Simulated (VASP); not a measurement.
# Ga8P8H (a cell with a defect) in VASP: single point with PBE

Aim: the single point of Ga8P8H (a cell with a defect) with PBE.

Everything below comes from runs of VASP 6.6.1. Logs are shortened: lines on timing, memory, paths and dates and some standing lists are left out, and cuts for length are marked.

### Step 1. The cell of the first run

The cell holds a defect, 17 atoms: a = 7.785 Å, b = 7.785 Å, c = 7.785 Å, α = 60.00°, β = 60.00°, γ = 60.00°.

### Step 2. Single point, PBE

Contents of INCAR:

```
SYSTEM = Ga8P8H
PREC = Accurate
ENCUT = 520
EDIFF = 1E-6
ISMEAR = 0
SIGMA = 0.02
LREAL = Auto
LASPH = .True.
NELM = 60
ALGO = Normal
ISIF = 2
LWAVE = .False.
LCHARG = .False.
GGA = PE
NBANDS = 86
```

Contents of KPOINTS:

```
Automatic mesh
0
Gamma
  2 2 2
  0 0 0
```

Contents of POSCAR:

```
Ga8P8H
1.0
    0.0000000000      5.5051169748     -5.5051169748
    5.5051169748      5.5051169748      0.0000000000
    5.5051169748      0.0000000000     -5.5051169748
Ga P H
8 8 1
Direct
    0.5009757309      0.4986549809      0.0020775217
    0.4874018140      0.0045642990      0.0037706737
    1.0015441135      0.5128591296     -0.0062450081
    1.0034227293      0.0042459588      0.0058593669
    0.5015262187      0.4975255771      0.4990777694
    0.4981222039      0.0008177846      0.5003888224
    0.9976699905      0.4953611363      0.5037333471
    1.0053222348      0.0020772492      0.4843681819
    0.3726058882      0.3744309175      0.3766252397
    0.3758962815      0.8727224184      0.3751028379
    0.8742771538      0.3788667906      0.3697085837
    0.8735678137      0.8704438111      0.3769100656
    0.3777078688      0.3805632123      0.8712060111
    0.3743962225      0.8739118573      0.8759439667
    0.8736847050      0.3807745611      0.8774922535
    0.8611128559      0.9205212211      0.8581712290
    0.7740350513      0.1591516591      0.7790781776
```

Potentials or basis: VASP PAW PBE potentials, release 64 (Ga_d, P, H).

Command:

```
> cat potpaw_PBE.64/Ga_d/POTCAR potpaw_PBE.64/P/POTCAR potpaw_PBE.64/H/POTCAR > POTCAR
> mpirun -np 1 vasp_std > vasp.out
```

OUTCAR:

```text
SYSTEM = Ga8P8H
   PREC = Accurate
   ENCUT = 520
   EDIFF = 1E-6
   ISMEAR = 0
   LREAL = Auto
   LASPH = .True.
   NELM = 60
   ISIF = 2
   GGA = PE

 ion  position               nearest neighbor table
   1  0.501  0.499  0.002-  13 2.37  15 2.37   9 2.38  14 2.39
   2  0.487  0.005  0.004-  10 2.36  14 2.36  16 2.39  13 2.39
   3  0.002  0.513  0.994-  11 2.39  13 2.39  15 2.39  16 2.59
   4  0.003  0.004  0.006-  14 2.36  12 2.36  16 2.39  15 2.39
   5  0.502  0.498  0.499-  13 2.37  11 2.37   9 2.38  10 2.39
   6  0.498  0.001  0.500-   9 2.37  12 2.39  14 2.39  10 2.39
   7  0.998  0.495  0.504-  15 2.38  11 2.38   9 2.38  12 2.38
   8  0.005  0.002  0.484-  10 2.36  12 2.36  16 2.39  11 2.40
   9  0.373  0.374  0.377-   6 2.37   5 2.38   1 2.38   7 2.38
  10  0.376  0.873  0.375-   8 2.36   2 2.36   5 2.39   6 2.39
  11  0.874  0.379  0.370-   5 2.37   7 2.38   3 2.39   8 2.40
  12  0.874  0.870  0.377-   8 2.36   4 2.36   7 2.38   6 2.39
  13  0.378  0.381  0.871-   5 2.37   1 2.37   3 2.39   2 2.39
  14  0.374  0.874  0.876-   4 2.36   2 2.36   1 2.39   6 2.39
  15  0.874  0.381  0.877-   1 2.37   7 2.38   3 2.39   4 2.39
  16  0.861  0.921  0.858-  17 1.52   2 2.39   4 2.39   8 2.39   3 2.59
  17  0.774  0.159  0.779-  16 1.52

  LATTYP: Found a face centered cubic cell.
 ALAT       =    11.0102339496

  Lattice vectors:

 A1 = (   0.0000000000,   5.5051169748,  -5.5051169748)
 A2 = (   5.5051169748,   5.5051169748,   0.0000000000)
 A3 = (   5.5051169748,   0.0000000000,  -5.5051169748)

Analysis of symmetry for initial positions (statically):
=====================================================================
 Subroutine PRICEL returns:
 Original cell was already a primitive cell.

 Routine SETGRP: Setting up the symmetry group for a
 face centered cubic supercell.

 Subroutine GETGRP returns: Found  1 space group operations
 (whereof  1 operations were pure point group operations)
 out of a pool of 48 trial point group operations.

The static configuration has the point symmetry C_1 .

Analysis of symmetry for dynamics (positions and initial velocities):
=====================================================================
 Subroutine PRICEL returns:
 Original cell was already a primitive cell.

 Routine SETGRP: Setting up the symmetry group for a
 face centered cubic supercell.

 Subroutine GETGRP returns: Found  1 space group operations
 (whereof  1 operations were pure point group operations)
 out of a pool of 48 trial point group operations.

The dynamic configuration has the point symmetry C_1 .

 Subroutine INISYM returns: Found  1 space group operations
 (whereof  1 operations are pure point group operations),
 and found     1 'primitive' translations

----------------------------------------------------------------------------------------

                                     Primitive cell

  volume of cell :     333.6796

  direct lattice vectors                    reciprocal lattice vectors
     0.000000000  5.505116975 -5.505116975    -0.090824591  0.090824591 -0.090824591
     5.505116975  5.505116975  0.000000000     0.090824591  0.090824591  0.090824591
     5.505116975  0.000000000 -5.505116975     0.090824591 -0.090824591 -0.090824591

  length of vectors
     7.785411088  7.785411088  7.785411088     0.157312807  0.157312807  0.157312807

  position of ions in fractional coordinates (direct lattice)
     0.500975731  0.498654981  0.002077522
     0.487401814  0.004564299  0.003770674
     0.001544114  0.512859130  0.993754992
     0.003422729  0.004245959  0.005859367
     0.501526219  0.497525577  0.499077769
     0.498122204  0.000817785  0.500388822
[... 9 lines left out ...]
     0.861112856  0.920521221  0.858171229
     0.774035051  0.159151659  0.779078178

  ion indices of the primitive-cell ions
   primitive index   ion index
                 1           1
                 2           2
                 3           3
                 4           4
                 5           5
                 6           6
[... 9 lines left out ...]
                16          16
                17          17

----------------------------------------------------------------------------------------

 KPOINTS: Automatic mesh

Automatic generation of k-mesh.
 Grid dimensions read from file:
 generate k-points for:    2    2    2

 Generating k-lattice:

  Cartesian coordinates                     Fractional coordinates (reciprocal lattice)
    -0.045412296  0.045412296 -0.045412296     0.500000000  0.000000000  0.000000000
     0.045412296  0.045412296  0.045412296     0.000000000  0.500000000  0.000000000
     0.045412296 -0.045412296 -0.045412296     0.000000000  0.000000000  0.500000000

  Length of vectors
     0.078656403  0.078656403  0.078656403

  Shift w.r.t. Gamma in fractional coordinates (k-lattice)
     0.000000000  0.000000000  0.000000000

 Subroutine IBZKPT returns following result:
 ===========================================

 Found      8 irreducible k-points:

 Following reciprocal coordinates:
            Coordinates               Weight
  0.000000  0.000000  0.000000      1.000000
  0.500000  0.000000  0.000000      1.000000
  0.000000  0.500000  0.000000      1.000000
  0.000000  0.000000  0.500000      1.000000
  0.500000  0.500000  0.500000      1.000000
  0.500000  0.500000  0.000000      1.000000
  0.000000  0.500000  0.500000      1.000000
  0.500000  0.000000  0.500000      1.000000
   k-points           NKPTS =      8   k-points in BZ     NKDIM =      8   number of bands    NBANDS=     86
   number of dos      NEDOS =    301   number of ions     NIONS =     17
   total plane-waves  NPLWV = 216000
   dimension x,y,z NGX =    60 NGY =   60 NGZ =   60
   dimension x,y,z NGXF=   120 NGYF=  120 NGZF=  120
   ions per type =               8   8   1
   NGX,Y,Z   is equivalent  to a cutoff of  12.81, 12.81, 12.81 a.u.
   NGXF,Y,Z  is equivalent  to a cutoff of  25.62, 25.62, 25.62 a.u.
 SYSTEM =  Ga8P8H
   PREC   = accura    normal or accurate (medium, high low for compatibility)
   ISTART =      0    job   : 0-new  1-cont  2-samecut
   ICHARG =      2    charge: 1-file 2-atom 10-const
   ISPIN  =      1    spin polarized calculation?
   LNONCOLLINEAR =      F non collinear calculations
   LSORBIT =      F    spin-orbit coupling
   LASPH  =      T    aspherical Exc in radial PAW
   ENCUT  =  520.0 eV  38.22 Ry    6.18 a.u.  14.48 14.48 14.48*2*pi/ulx,y,z
   NELM   =     60;   NELMIN=  2; NELMDL= -5     # of ELM steps
   EDIFF  = 0.1E-05   stopping-criterion for ELM
   LREAL  =      T    real-space projection
   EDIFFG = 0.1E-04   stopping-criterion for IOM
   NSW    =      0    number of steps for IOM
   IBRION =     -1    ionic relax: 0-MD 1-quasi-New 2-CG
   NFREE  =      0    steps in history (QN), initial steepest desc. (CG)
   ISIF   =      2    stress and relaxation
   ISYM   =      2    0-nonsym 1-usesym 2-fastsym
   POTIM  = 0.5000    time-step for ionic-motion
   TEBEG  =    0.0;   TEEND  =   0.0 temperature during run
   PSTRESS=    0.0 pullay stress
   NELECT =     145.0000    total number of electrons
   NUPDOWN=      -1.0000    fix difference up-down
   EMIN   =  10.00;   EMAX   =-10.00  energy-range for DOS
   EFERMI =   0.00;   METHOD = LEGACY
   ISMEAR =     0;   SIGMA  =   0.02  broadening in eV -4-tet -1-fermi 0-gaus
   EFERMI_NEDOS =   21; number of points for ismear=-14 and -15
   IALGO  =     38    algorithm
   IMIX   =      4    mixing-type and parameters
     AMIX     =   0.40;   BMIX     =  1.00
     AMIX_MAG =   1.60;   BMIX_MAG =  1.00
  volume/ion in A,a.u.               =      19.63       132.46
  Fermi-wavevector in a.u.,A,eV,Ry     =   1.239998  2.343256 20.920247  1.537595
  Thomas-Fermi vector in A             =   2.374457
   LORBIT       =      0    0 simple, 1 ext, 2 COOP (PROOUT), +10 PAW based schemes
   GGA     = PE    functional components
   LHFCALC =     F    Hartree Fock is set to
   AEXX    =    0.0000 exact exchange contribution
   IVDW    =     0    specifies the selected vdW correction
   LEPSILON=     F    determine dielectric tensor
   LRPA    =     F    only Hartree local field effects (RPA)
 non-spin polarized calculation
 Gauss-broadening in eV      SIGMA  =   0.02
  energy-cutoff  :      520.00
  volume of cell :      333.68
 maximum number of plane-waves:      9089
 NGX is ok and might be reduce to    60
   NGX = 29   NGY = 29   NGZ = 29

 number of electron     145.0000000 magnetization

 Free energy of the ion-electron system (eV)
  ---------------------------------------------------
  ext. energy  EPLUGINS =         0.00000000
  ---------------------------------------------------
  free energy    TOTEN  =       -73.62840284 eV

  energy without entropy =      -73.62839464  energy(sigma->0) =      -73.62839874

 E-fermi :   5.3547     XC(G=0):  -9.7344

 val. band max:        5.3063531602   @ k =   0.0000   0.0000   0.5000
 cond. band min:       5.4030260750   @ k =   0.5000   0.0000   0.0000
 fundamental gap:      0.0966729147
 Fermi energy:         5.3546895717

 k-point     1 :       0.0000    0.0000    0.0000
  band No.  band energies     occupation
      1     -10.2362      2.00000
      2     -10.2354      2.00000
      3     -10.2335      2.00000
      4     -10.1862      2.00000
      5     -10.1769      2.00000
      6     -10.1715      2.00000
[... 76 lines left out ...]
     83       6.3737      0.00000
     84       8.0193      0.00000

 k-point     2 :       0.5000    0.0000    0.0000
  band No.  band energies     occupation
      1     -10.2276      2.00000
      2     -10.2274      2.00000
      3     -10.2190      2.00000
      4     -10.1833      2.00000
      5     -10.1752      2.00000
      6     -10.1663      2.00000
[... 511 lines left out ...]
     83       9.1429      0.00000
     84       9.2556      0.00000

 k-point     8 :       0.5000    0.0000    0.5000
  band No.  band energies     occupation
      1     -10.2240      2.00000
      2     -10.2207      2.00000
      3     -10.2173      2.00000
      4     -10.1807      2.00000
      5     -10.1748      2.00000
      6     -10.1643      2.00000
[... 76 lines left out ...]
     83       9.1527      0.00000
     84       9.2364      0.00000
 [bands above 84 left out]

------------------------ aborting loop because EDIFF is reached ----------------------------------------

  FORCE on cell =-STRESS in cart. coord.  units (eV):
  Direction    XX          YY          ZZ          XY          YZ          ZX
  --------------------------------------------------------------------------------------
  -------------------------------------------------------------------------------------
  Total        3.4221971      3.1713877      3.3676653     -0.9414848     -0.8834758     -0.5222811
  in kB       16.4318307     15.2275584     16.1699939     -4.5205810     -4.2420483     -2.5077558
  external PRESSURE =      15.9431277 kB  Pullay stress =       0.0000000 kB

 VOLUME and BASIS-vectors are now :
 -----------------------------------------------------------------------------
  energy-cutoff  :      520.00
  volume of cell :      333.68
      direct lattice vectors                 reciprocal lattice vectors
     0.000000000  5.505116975 -5.505116975    -0.090824591  0.090824591 -0.090824591
     5.505116975  5.505116975  0.000000000     0.090824591  0.090824591  0.090824591
     5.505116975  0.000000000 -5.505116975     0.090824591 -0.090824591 -0.090824591

 POSITION                                       TOTAL-FORCE (eV/Angst)
 -----------------------------------------------------------------------------------
      2.75659      5.50308     -2.76937        -0.008192      0.006676     -0.008813
      0.04588      2.70833     -2.70396        -0.004846     -0.018607     -0.006143
      8.29409      2.83185     -5.47924        -0.022611      0.033626     -0.005904
      0.05563      0.04222     -0.05110         0.003388     -0.001811      0.002916
      5.48642      5.49990     -5.50844        -0.012377      0.011215     -0.002331
      2.75920      2.74672     -5.49692        -0.000224      0.002365      0.000559
[... 9 lines left out ...]
      9.79191      9.80810     -9.46486         0.016224      0.006384      0.011867
      5.16507      5.13730     -8.55007         0.050865     -0.085315      0.008507
 -----------------------------------------------------------------------------------
    total drift:                               -0.000761     -0.007484     -0.002869

  FREE ENERGIE OF THE ION-ELECTRON SYSTEM (eV)
  ---------------------------------------------------
  free  energy   TOTEN  =       -73.6284028385 eV

  energy  without entropy=      -73.6283946411  energy(sigma->0) =      -73.62839874
```

Run time: 4.2 min. Hardware: 1 thread of Intel Xeon 6975P-C (Granite Rapids), shared host; peak memory 0.54 GiB.

What came out:

* Free energy: -73.6284 eV
* Pressure: 1.6 GPa
* Largest force: 0.100 eV/Å
* Band gap on the k mesh: zero (an odd number of electrons rules out a gap without spin polarisation)

Forces in eV/Å, atoms in the order of the input:
```
Ga  -0.008  0.007 -0.009
Ga  -0.005 -0.019 -0.006
Ga  -0.023  0.034 -0.006
Ga   0.003 -0.002  0.003
Ga  -0.012  0.011 -0.002
Ga   0.000  0.002  0.001
Ga  -0.004  0.004  0.004
Ga   0.017  0.002  0.005
P   -0.001  0.002  0.002
P    0.005 -0.011 -0.002
P   -0.011  0.022  0.011
P    0.005  0.010 -0.002
P   -0.024  0.015 -0.021
P   -0.006 -0.011  0.004
P   -0.004  0.012 -0.002
P    0.016  0.006  0.012
H    0.051 -0.085  0.009
```

Caveat: the k points lie up to 0.49 Å⁻¹ apart, too coarse for converged energies and pressures of a metal.
